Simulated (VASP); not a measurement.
Crystal: BaTiO3.

```
CELL_PARAMETERS angstrom
4.08457 0.00000 0.00000
0.00000 4.08457 0.00000
0.00000 0.00000 4.08457
ATOMIC_POSITIONS crystal
Ba 0.50000 0.50000 0.50000
Ti 0.00000 0.00000 0.00000
O 0.00000 0.00000 0.50000
O 0.00000 0.50000 0.00000
O 0.50000 0.00000 0.00000
```

Base run:

```yaml
Program: VASP 6.6.1
Functional: PBE
Potentials_or_basis: VASP PAW PBE potentials, release 64 (Ba_sv, Ti_sv, O)
Cutoff: 520 eV
k_mesh: 7 × 7 × 7
Occupations: fermi-dirac, width 0.05 eV
Spin: no spin polarisation
```

Its results: band gap on the k mesh 1.68 eV, indirect (least direct gap 1.82 eV); pressure -5.6 GPa.

Question: The run is repeated on the same cell with these changes: functional from PBE to PBEsol. What comes out?

Answer: Band gap on the k mesh 1.64 eV, indirect (least direct gap 1.78 eV); pressure -11.2 GPa.

PBEsol binds more tightly than PBE, so the same cell stands under less pressure.

Caveats: spin-orbit coupling is left out, which moves the levels of the heavy elements; the PAW data sets were made with another functional, which shifts forces and pressure a little (some runs).

A k mesh can miss the band edges.
